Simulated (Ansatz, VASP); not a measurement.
**One calculation of Ca2SiN2, two programs**

```
Ca Si N
1.0
     4.15993    0.00000    0.00000
    -2.07996    3.60260    0.00000
     0.00000    0.00000    5.29233
Ca Si N
2 1 2
Direct
  0.66667 0.33333 0.71194
  0.33333 0.66667 0.28806
  0.00000 0.00000 0.00000
  0.33333 0.66667 0.77062
  0.66667 0.33333 0.22938
```

Change from the starting cell: species swapped into the EuMg2Sb2 type (P-3m1, No. 164).

Alike in both runs: functional PBE; k mesh 12 × 12 × 8; occupations gaussian, width 0.1 eV; no spin polarisation.

Ansatz relaxed the structure, and its values are those at the end. VASP's run is a single point on that final structure, the one shown.

```csv
,VASP,Ansatz
version,VASP 6.6.1,Ansatz 0.2.0
potentials or method,"VASP PAW PBE potentials, release 64 (Ca_sv, Si, N), cutoff 600 eV","scalar-relativistic, plane waves, PAW"
valence electrons in the cell,34,34
```

VASP gave:

| Quantity | Value |
| --- | --- |
| gap on the k mesh at the Fermi level (eV) | none |
| pressure (GPa) | 0.3 |
| rms of the force components (eV/Å) | 0.005 |

Q: What did Ansatz give for the same quantities?

A: gap on the k mesh at the Fermi level (eV): none; pressure (GPa): 0.0; rms of the force components (eV/Å): 0.000.

A gap of «none» marks a metal or a gap that the smearing closes. The functional is the same, so the differences come from potentials, cutoffs and numerics.
